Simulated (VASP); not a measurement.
Write the native input for VASP 6.6.1 that does the following.

```yaml
Task: single point
Functional: LDA
Potentials_or_basis: VASP PAW LDA potentials, release 64 (Ti_sv, O)
Cutoff: 520 eV
k_mesh: 7 × 7 × 10
Occupations: fermi-dirac, width 0.05 eV
Spin: no spin polarisation
Dipole_correction: no
Further_INCAR_settings: ALGO = Normal; EDIFF = 1e-06; NBANDS = 33
```

The structure of TiO2 lies in POSCAR:

```
TiO2
1.0
    4.5940000000      0.0000000000      0.0000000000
    0.0000000000      4.5940000000      0.0000000000
    0.0000000000      0.0000000000      2.9294100000
Ti O
2 4
Direct
    0.0000000000      0.0000000000      0.0000000000
    0.5000000000      0.5000000000      0.5000000000
    0.3060000000      0.3060000000      0.0000000000
    0.1940000000      0.8060000000      0.5000000000
    0.6940000000      0.6940000000      0.0000000000
    0.8060000000      0.1940000000      0.5000000000
```

This cell differs from its parent crystal: zz strain of -1 %.

These files were run (other wordings do the same):

INCAR

```
SYSTEM = TiO2
ALGO     = Normal         ! electronic algorithm
EDIFF    = 1E-6           ! SCF threshold, eV
ENCUT    = 520            ! plane-wave cutoff, eV
GGA      = CA             ! functional
ISIF     = 2              ! what is computed and relaxed
ISMEAR   = -1             ! smearing method
LASPH    = .TRUE.         ! aspherical terms in the spheres
LCHARG   = .FALSE.        ! write CHGCAR
LREAL    = .FALSE.        ! projectors in reciprocal space
LWAVE    = .FALSE.        ! write WAVECAR
NBANDS   = 33             ! bands
NELM     = 80             ! most SCF steps
PREC     = Accurate       ! precision mode
SIGMA    = 0.05           ! smearing width, eV
```

KPOINTS

```
k-points
0
G
  7 7 10
  0 0 0
```

Potentials or basis: VASP PAW LDA potentials, release 64 (Ti_sv, O).

Launch:

```console
$ cat potpaw_LDA.64/Ti_sv/POTCAR potpaw_LDA.64/O/POTCAR > POTCAR
$ mpirun -np 1 vasp_std > vasp.out
```

It gave:

```yaml
Pressure: -3.9 GPa
Largest_force: 0.198 eV/Å
Band_gap_on_the_k_mesh: 1.87 eV
```

Caveat: the cell differs from its parent crystal (zz strain of -1 %); the cell stands under tension; an odd mesh through Γ misses points on the zone boundary, where band edges can lie.

It took 3.1 min on 1 thread of Intel Xeon 8259CL, on a shared host, peak memory 0.22 GiB.
